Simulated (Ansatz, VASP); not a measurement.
# SrCo3: VASP beside Ansatz

```
CELL_PARAMETERS angstrom
3.93198 0.00000 0.00000
0.00000 3.93198 0.00000
0.00000 0.00000 3.93198
ATOMIC_POSITIONS crystal
Sr 0.00000 0.00000 0.00000
Co 0.00000 0.50000 0.50000
Co 0.50000 0.50000 0.00000
Co 0.50000 0.00000 0.50000
```

Alike in both runs: task single point; functional PBE; k mesh 8 × 8 × 8; occupations gaussian, width 0.05 eV; collinear spin.

```csv
,VASP,Ansatz
version,VASP 6.6.1,Ansatz 0.2.0
potentials or method,"VASP PAW PBE potentials, release 64 (Sr_sv, Co), cutoff 520 eV","scalar-relativistic, plane waves, PAW"
valence electrons in the cell,37,61
```

|  | VASP | Ansatz | Ansatz less VASP |
| --- | --- | --- | --- |
| gap on the k mesh at the Fermi level (eV) | none | none | - |
| pressure (GPa) | 5.3 | 4.8 | -0.48 |
| net moment per atom (μB) | 1.02 | 1.02 | +0.003 |
| size of the moment on the site where the two differ most (μB) | 0.12 | 0.09 | -0.023 |

Site moments also hang on the region over which each program counts them. A gap of «none» marks a metal or a gap that the smearing closes. With one functional, cell and mesh, what is left measures potentials, basis and numerics. VASP's potentials hold 37 valence electrons a cell and Ansatz's 61, so a difference there can come from the potentials and not from the codes.
